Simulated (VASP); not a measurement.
# MgH2 (P4_2/mnm) in VASP: further runs

Runs on MgH2. Level: LDA. Tasks: single point, relaxation of cell and atoms.

Everything below comes from runs of VASP 6.6.1. Logs are shortened: lines on timing, memory, paths and dates and some standing lists are left out, and cuts for length are marked.

## 1. The cell of the first run

The structure is tetragonal, space group P4_2/mnm (No. 136). The conventional cell has a = 4.428 Å, b = 4.428 Å, c = 2.973 Å, α = 90.00°, β = 90.00°, γ = 90.00°. Mg (site symmetry mmm) has 6 H at 1.91 to 1.93 Å within 2.5 Å. Within 2.5 Å of H (site symmetry m2m) lie 3 Mg at 1.91 to 1.93 Å and 1 H at 2.45 Å.

## 2. Single point, LDA

Contents of INCAR:

```
PREC     = Accurate       # precision mode
ENCUT    = 600            # plane-wave cutoff, eV
EDIFF    = 1E-6           # SCF threshold, eV
ISMEAR   = 0              # smearing method
SIGMA    = 0.01           # smearing width, eV
LREAL    = False          # projectors in reciprocal space
LASPH    = True           # aspherical terms in the spheres
NELM     = 120            # most SCF steps
ALGO     = Normal         # electronic algorithm
ISIF     = 2              # what is computed and relaxed
LWAVE    = False          # write WAVECAR
LCHARG   = False          # write CHGCAR
NBANDS   = 13             # bands
GGA_COMPAT= False
```

Contents of KPOINTS:

```
regular mesh
0
Gamma
  6 6 8
```

Contents of POSCAR:

```
MgH2
1.0
    4.4283876792      0.0000000000      0.0000000000
    0.0000000000      4.4283876792      0.0000000000
    0.0000000000      0.0000000000      2.9732946548
Mg H
2 4
Direct
    0.0000000000      0.0000000000      0.0000000000
    0.5000000000      0.5000000000      0.5000000000
    0.3043313088      0.3043313088      0.0000000000
    0.1956686912      0.8043313088      0.5000000000
    0.6956686912      0.6956686912      0.0000000000
    0.8043313088      0.1956686912      0.5000000000
```

Potentials or basis: VASP PAW LDA potentials, release 64 (Mg, H).

Command:

```console
> cat potpaw_LDA.64/Mg/POTCAR potpaw_LDA.64/H/POTCAR > POTCAR
> mpirun -np 1 vasp_std > vasp.out
```

OUTCAR:

```text
PREC = Accurate
   ENCUT = 600
   EDIFF = 1E-6
   ISMEAR = 0
   LREAL = False
   LASPH = True
   NELM = 120
   ISIF = 2

 ion  position               nearest neighbor table
   1  0.000  0.000  0.000-   3 1.91   5 1.91   4 1.93   6 1.93   4 1.93   6 1.93   2 3.47   2 3.47
                             2 3.47   2 3.47   2 3.47   2 3.47   2 3.47   2 3.47
   2  0.500  0.500  0.500-   4 1.91   6 1.91   5 1.93   3 1.93   3 1.93   5 1.93   1 3.47   1 3.47
                             1 3.47   1 3.47   1 3.47   1 3.47   1 3.47   1 3.47
   3  0.304  0.304  0.000-   1 1.91   2 1.93   2 1.93
   4  0.196  0.804  0.500-   2 1.91   1 1.93   1 1.93
   5  0.696  0.696  0.000-   1 1.91   2 1.93   2 1.93
   6  0.804  0.196  0.500-   2 1.91   1 1.93   1 1.93

  LATTYP: Found a simple tetragonal cell.
 ALAT       =     4.4283876792
 C/A-ratio  =     0.6714169739

  Lattice vectors:

 A1 = (   4.4283876792,   0.0000000000,   0.0000000000)
 A2 = (   0.0000000000,   4.4283876792,   0.0000000000)
 A3 = (   0.0000000000,   0.0000000000,   2.9732946548)

Analysis of symmetry for initial positions (statically):
=====================================================================
 Subroutine PRICEL returns:
 Original cell was already a primitive cell.

 Routine SETGRP: Setting up the symmetry group for a
 simple tetragonal supercell.

 Subroutine GETGRP returns: Found 16 space group operations
 (whereof  8 operations were pure point group operations)
 out of a pool of 16 trial point group operations.

The static configuration has the point symmetry D_2h.
 The point group associated with its full space group is D_4h.

Analysis of symmetry for dynamics (positions and initial velocities):
=====================================================================
 Subroutine PRICEL returns:
 Original cell was already a primitive cell.

 Routine SETGRP: Setting up the symmetry group for a
 simple tetragonal supercell.

 Subroutine GETGRP returns: Found 16 space group operations
 (whereof  8 operations were pure point group operations)
 out of a pool of 16 trial point group operations.

The dynamic configuration has the point symmetry D_2h.
 The point group associated with its full space group is D_4h.

 Subroutine INISYM returns: Found 16 space group operations
 (whereof  8 operations are pure point group operations),
 and found     1 'primitive' translations

----------------------------------------------------------------------------------------

                                     Primitive cell

  volume of cell :      58.3081

  direct lattice vectors                    reciprocal lattice vectors
     4.428387679  0.000000000  0.000000000     0.225815821  0.000000000  0.000000000
     0.000000000  4.428387679  0.000000000     0.000000000  0.225815821  0.000000000
     0.000000000  0.000000000  2.973294655     0.000000000  0.000000000  0.336327245

  length of vectors
     4.428387679  4.428387679  2.973294655     0.225815821  0.225815821  0.336327245

  position of ions in fractional coordinates (direct lattice)
     0.000000000  0.000000000  0.000000000
     0.500000000  0.500000000  0.500000000
     0.304331309  0.304331309  0.000000000
     0.195668691  0.804331309  0.500000000
     0.695668691  0.695668691  0.000000000
     0.804331309  0.195668691  0.500000000

  ion indices of the primitive-cell ions
   primitive index   ion index
                 1           1
                 2           2
                 3           3
                 4           4
                 5           5
                 6           6

----------------------------------------------------------------------------------------

 KPOINTS: regular mesh

Automatic generation of k-mesh.
 Grid dimensions read from file:
 generate k-points for:    6    6    8

 Generating k-lattice:

  Cartesian coordinates                     Fractional coordinates (reciprocal lattice)
     0.037635970  0.000000000  0.000000000     0.166666667  0.000000000  0.000000000
     0.000000000  0.037635970  0.000000000     0.000000000  0.166666667  0.000000000
     0.000000000  0.000000000  0.042040906     0.000000000  0.000000000  0.125000000

  Length of vectors
     0.037635970  0.037635970  0.042040906

  Shift w.r.t. Gamma in fractional coordinates (k-lattice)
     0.000000000  0.000000000  0.000000000

 Subroutine IBZKPT returns following result:
 ===========================================

 Found     50 irreducible k-points:

 Following reciprocal coordinates:
            Coordinates               Weight
  0.000000  0.000000  0.000000      1.000000
  0.166667  0.000000  0.000000      4.000000
  0.333333  0.000000  0.000000      4.000000
  0.500000  0.000000  0.000000      2.000000
  0.166667  0.166667  0.000000      4.000000
  0.333333  0.166667  0.000000      8.000000
[... 16 lines left out ...]
  0.333333  0.000000  0.250000      8.000000
  0.500000  0.000000  0.250000      4.000000
 [... further k-points ...]
   k-points           NKPTS =     50   k-points in BZ     NKDIM =     50   number of bands    NBANDS=     13
   number of dos      NEDOS =    301   number of ions     NIONS =      6
   total plane-waves  NPLWV =  31104
   dimension x,y,z NGX =    36 NGY =   36 NGZ =   24
   dimension x,y,z NGXF=    72 NGYF=   72 NGZF=   48
   ions per type =               2   4
   NGX,Y,Z   is equivalent  to a cutoff of  13.51, 13.51, 13.42 a.u.
   NGXF,Y,Z  is equivalent  to a cutoff of  27.03, 27.03, 26.84 a.u.
 SYSTEM =  unknown system
   PREC   = accura    normal or accurate (medium, high low for compatibility)
   ISTART =      0    job   : 0-new  1-cont  2-samecut
   ICHARG =      2    charge: 1-file 2-atom 10-const
   ISPIN  =      1    spin polarized calculation?
   LNONCOLLINEAR =      F non collinear calculations
   LSORBIT =      F    spin-orbit coupling
   LASPH  =      T    aspherical Exc in radial PAW
   ENCUT  =  600.0 eV  44.10 Ry    6.64 a.u.   8.84  8.84  5.94*2*pi/ulx,y,z
   NELM   =    120;   NELMIN=  2; NELMDL= -5     # of ELM steps
   EDIFF  = 0.1E-05   stopping-criterion for ELM
   LREAL  =      F    real-space projection
   EDIFFG = 0.1E-04   stopping-criterion for IOM
   NSW    =      0    number of steps for IOM
   IBRION =     -1    ionic relax: 0-MD 1-quasi-New 2-CG
   NFREE  =      0    steps in history (QN), initial steepest desc. (CG)
   ISIF   =      2    stress and relaxation
   ISYM   =      2    0-nonsym 1-usesym 2-fastsym
   POTIM  = 0.5000    time-step for ionic-motion
   TEBEG  =    0.0;   TEEND  =   0.0 temperature during run
   PSTRESS=    0.0 pullay stress
   NELECT =       8.0000    total number of electrons
   NUPDOWN=      -1.0000    fix difference up-down
   EMIN   =  10.00;   EMAX   =-10.00  energy-range for DOS
   EFERMI =   0.00;   METHOD = LEGACY
   ISMEAR =     0;   SIGMA  =   0.01  broadening in eV -4-tet -1-fermi 0-gaus
   EFERMI_NEDOS =   21; number of points for ismear=-14 and -15
   IALGO  =     38    algorithm
   IMIX   =      4    mixing-type and parameters
     AMIX     =   0.40;   BMIX     =  1.00
     AMIX_MAG =   1.60;   BMIX_MAG =  1.00
  volume/ion in A,a.u.               =       9.72        65.58
  Fermi-wavevector in a.u.,A,eV,Ry     =   0.844361  1.595612  9.700224  0.712946
  Thomas-Fermi vector in A             =   1.959377
   LORBIT       =      0    0 simple, 1 ext, 2 COOP (PROOUT), +10 PAW based schemes
   GGA     = CA    functional components
   LHFCALC =     F    Hartree Fock is set to
   AEXX    =    0.0000 exact exchange contribution
   IVDW    =     0    specifies the selected vdW correction
   LEPSILON=     F    determine dielectric tensor
   LRPA    =     F    only Hartree local field effects (RPA)
 non-spin polarized calculation
 Gauss-broadening in eV      SIGMA  =   0.01
  energy-cutoff  :      600.00
  volume of cell :       58.31
 maximum number of plane-waves:      1992
 NGX is ok and might be reduce to    36
   NGX = 17   NGY = 17   NGZ = 11

 number of electron       8.0000001 magnetization

 Free energy of the ion-electron system (eV)
  ---------------------------------------------------
  ext. energy  EPLUGINS =         0.00000000
  ---------------------------------------------------
  free energy    TOTEN  =       -18.89768848 eV

  energy without entropy =      -18.89768848  energy(sigma->0) =      -18.89768848

 E-fermi :  -0.3469     XC(G=0):  -8.9434

 val. band max:       -0.3997754126   @ k =   0.1667   0.1667   0.0000
 cond. band min:       3.1085676226   @ k =   0.3333   0.3333   0.5000
 fundamental gap:      3.5083430352
 Fermi energy:        -0.3468712535

 k-point     1 :       0.0000    0.0000    0.0000
  band No.  band energies     occupation
      1      -7.2757      2.00000
      2      -1.9722      2.00000
      3      -1.9722      2.00000
      4      -0.8836      2.00000
      5       3.9222      0.00000
      6       4.5626      0.00000
      7       8.7223      0.00000
      8       8.7223      0.00000
      9      10.4730      0.00000
     10      10.7361      0.00000
     11      11.6588      0.00000
     12      14.8117      0.00000
     13      14.8117      0.00000

 k-point     2 :       0.1667    0.0000    0.0000
  band No.  band energies     occupation
      1      -7.0824      2.00000
      2      -2.9310      2.00000
      3      -1.8406      2.00000
      4      -0.5043      2.00000
      5       4.1295      0.00000
      6       4.9778      0.00000
      7       7.4157      0.00000
      8       9.2199      0.00000
      9      10.9119      0.00000
     10      11.9435      0.00000
     11      12.2254      0.00000
     12      14.0909      0.00000
     13      14.9120      0.00000
[... 321 lines left out ...]
 k-point    23 :       0.3333    0.0000    0.2500
  band No.  band energies     occupation
      1      -5.5767      2.00000
      2      -3.5300      2.00000
      3      -1.0154      2.00000
      4      -0.6255      2.00000
      5       5.0717      0.00000
      6       5.8658      0.00000
      7       5.9041      0.00000
      8       7.3549      0.00000
      9       8.0071      0.00000
     10      10.2127      0.00000
     11      10.3612      0.00000
     12      12.6638      0.00000
     13      13.5699      0.00000

 k-point    24 :       0.5000    0.0000    0.2500
  band No.  band energies     occupation
      1      -4.6875      2.00000
      2      -4.6875      2.00000
      3      -0.7454      2.00000
      4      -0.7454      2.00000
      5       5.1671      0.00000
      6       5.1671      0.00000
      7       6.7324      0.00000
      8       6.7324      0.00000
      9       8.9212      0.00000
     10       8.9212      0.00000
     11      12.4144      0.00000
     12      12.4144      0.00000
     13      14.0058      0.00000

 [... further k-points ...]
[... 5 lines left out ...]
  --------------------------------------------------------------------------------------
  -------------------------------------------------------------------------------------
  Total       -0.1534367     -0.1534367     -0.1468989      0.0000000      0.0000000      0.0000000
  in kB       -4.2160984     -4.2160984     -4.0364534      0.0000000      0.0000000      0.0000000
  external PRESSURE =      -4.1562167 kB  Pullay stress =       0.0000000 kB

 VOLUME and BASIS-vectors are now :
 -----------------------------------------------------------------------------
  energy-cutoff  :      600.00
  volume of cell :       58.31
      direct lattice vectors                 reciprocal lattice vectors
     4.428387679  0.000000000  0.000000000     0.225815821  0.000000000  0.000000000
     0.000000000  4.428387679  0.000000000     0.000000000  0.225815821  0.000000000
     0.000000000  0.000000000  2.973294655     0.000000000  0.000000000  0.336327245

 POSITION                                       TOTAL-FORCE (eV/Angst)
 -----------------------------------------------------------------------------------
      0.00000      0.00000      0.00000        -0.000000     -0.000000      0.000000
      2.21419      2.21419      1.48665        -0.000000     -0.000000      0.000000
      1.34770      1.34770      0.00000        -0.000510     -0.000510     -0.000000
      0.86650      3.56189      1.48665         0.000510     -0.000510      0.000000
      3.08069      3.08069      0.00000         0.000510      0.000510      0.000000
      3.56189      0.86650      1.48665        -0.000510      0.000510      0.000000
 -----------------------------------------------------------------------------------
    total drift:                                0.000000     -0.000000      0.000000

  FREE ENERGIE OF THE ION-ELECTRON SYSTEM (eV)
  ---------------------------------------------------
  free  energy   TOTEN  =       -18.8976884808 eV

  energy  without entropy=      -18.8976884808  energy(sigma->0) =      -18.89768848
```

It took 28 s on 1 thread of Oxide Virtual Turin-like, shared host; peak memory 0.15 GiB.

What came out:

| Item | Value |
| --- | --- |
| Free energy | -18.8977 eV |
| Pressure | -0.4 GPa |
| Band gap on the k mesh | 3.51 eV (least direct gap 4.37 eV) |

A k mesh can miss the band edges.

## 3. Relaxation of cell and atoms, LDA

Contents of INCAR:

```
PREC = Accurate ; ENCUT = 600
EDIFF = 1E-7 ; ISMEAR = 0
SIGMA = 0.01 ; LREAL = F
LASPH = T ; NELM = 120
ALGO = Normal ; ISIF = 3
LWAVE = F ; LCHARG = F
GGA = CA ; IBRION = 2
NSW = 80 ; EDIFFG = -0.001
GGA_COMPAT = F ; NELMIN = 4
```

KPOINTS is that of step 2.

POSCAR is that of step 2.

Potentials or basis: VASP PAW LDA potentials, release 64 (Mg, H).

Command:

```console
> cat potpaw_LDA.64/Mg/POTCAR potpaw_LDA.64/H/POTCAR > POTCAR
> mpirun -np 1 vasp_std > vasp.out
```

Wall time 63 s (1 thread of Oxide Virtual Turin-like, shared host); peak memory 0.14 GiB.

Results (log left out):

- Free energy: -18.8983 eV
- Relaxed volume: 9.64 Å³/atom
- Relaxed cell: a = 4.414 Å, b = 4.414 Å, c = 2.969 Å, α = 90.00°, β = 90.00°, γ = 90.00°
- Space group after relaxing (to 0.1 Å): P4_2/mnm (No. 136)
- Energy gained by relaxing: 0.1 meV/atom
- Ionic steps: 8
- Pressure after relaxing: 0.0 GPa
- Band gap on the k mesh: 3.51 eV (least direct gap 4.39 eV)

Step by step:
| step | energy change (eV) | largest force (eV/Å) | pressure (GPa) | volume (Å³) |
| --- | --- | --- | --- | --- |
| 1 | 0.0000 | 0.0007 | -0.42 | 58.31 |
| 2 | -0.0004 | 0.0014 | -0.21 | 58.10 |
| 3 | -0.0006 | 0.0022 | 0.01 | 57.87 |
| 4 | -0.0006 | 0.0021 | 0.00 | 57.88 |
| 5 | -0.0006 | 0.0005 | 0.00 | 57.88 |
| 6 | -0.0006 | 0.0024 | 0.00 | 57.86 |
| 7 | -0.0006 | 0.0013 | 0.00 | 57.86 |
| 8 | -0.0006 | 0.0001 | 0.00 | 57.86 |

Final structure:
```
CELL_PARAMETERS angstrom
4.41424 0.00000 0.00000
0.00000 4.41424 0.00000
0.00000 0.00000 2.96916
ATOMIC_POSITIONS crystal
Mg 0.00000 0.00000 0.00000
Mg 0.50000 0.50000 0.50000
H 0.30432 0.30432 0.00000
H 0.19568 0.80432 0.50000
H 0.69568 0.69568 0.00000
H 0.80432 0.19568 0.50000
```

Levels at points of the mesh, in eV from the valence-band top:
```csv
k point,band 1,band 2,band 3,band 4,band 5,band 6,band 7,band 8
"(0.00, 0.00, 0.00)",-6.92,-1.58,-1.58,-0.48,4.31,4.99,9.17,9.17
"(0.50, 0.00, 0.00)",-5.21,-5.21,-0.56,-0.56,5.11,5.11,10.10,10.10
"(0.50, 0.50, 0.00)",-4.04,-4.04,-3.04,-3.04,9.16,9.16,9.33,9.33
"(0.00, 0.00, 0.50)",-3.33,-3.33,-0.10,-0.10,6.28,6.28,6.57,6.57
"(0.50, 0.00, 0.50)",-2.50,-2.50,-1.26,-1.26,5.00,5.00,6.69,6.69
"(0.50, 0.50, 0.50)",-2.04,-2.04,-1.09,-1.09,3.62,3.62,3.78,3.78
```
